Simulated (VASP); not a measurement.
Input of a VASP 6.6.1 run:

The input INCAR:

```
  PREC = Accurate
  ENCUT = 520
  EDIFF = 1E-6
  ISMEAR = -1
  SIGMA = 0.05
  LREAL = False
  LASPH = True
  NELM = 150
  ALGO = Normal
  ISIF = 2
  LWAVE = False
  LCHARG = False
  LNONCOLLINEAR = True
  MAGMOM = 0 0 0 0 0 0
  LORBIT = 11
  LSORBIT = True
  GGA_COMPAT = False
  LORBMOM = True
  LMAXMIX = 4
  GGA = PS
  NBANDS = 31
```

File KPOINTS:

```
regular mesh
0
Gamma
  6 6 5
```

File POSCAR:

```
NbTe
1.0
    3.7029743866      0.0000000000      0.0000000000
   -1.8514871933      3.2068698884      0.0000000000
    0.0000000000      0.0000000000      3.6942110000
Te Nb
1 1
Direct
    0.6666666667      0.3333333333      0.0000000000
    0.0000000000      0.0000000000      0.5000000000
```

Potentials or basis: VASP PAW PBE potentials, release 64 (Te, Nb_sv).

Run with:

```console
$ cat potpaw_PBE.64/Te/POTCAR potpaw_PBE.64/Nb_sv/POTCAR > POTCAR
$ mpirun -np 1 vasp_ncl > vasp.out
```

What does it give for the pressure?

-5.2 GPa.

Predict the net moment.

0.00 μB per cell.

Moments on the atoms (μB; x, y, z):
```
Te  0.00 0.00 0.00
Nb  0.00 0.00 0.00
```

Caveat: the PAW data sets were made with another functional, which shifts forces and pressure a little.
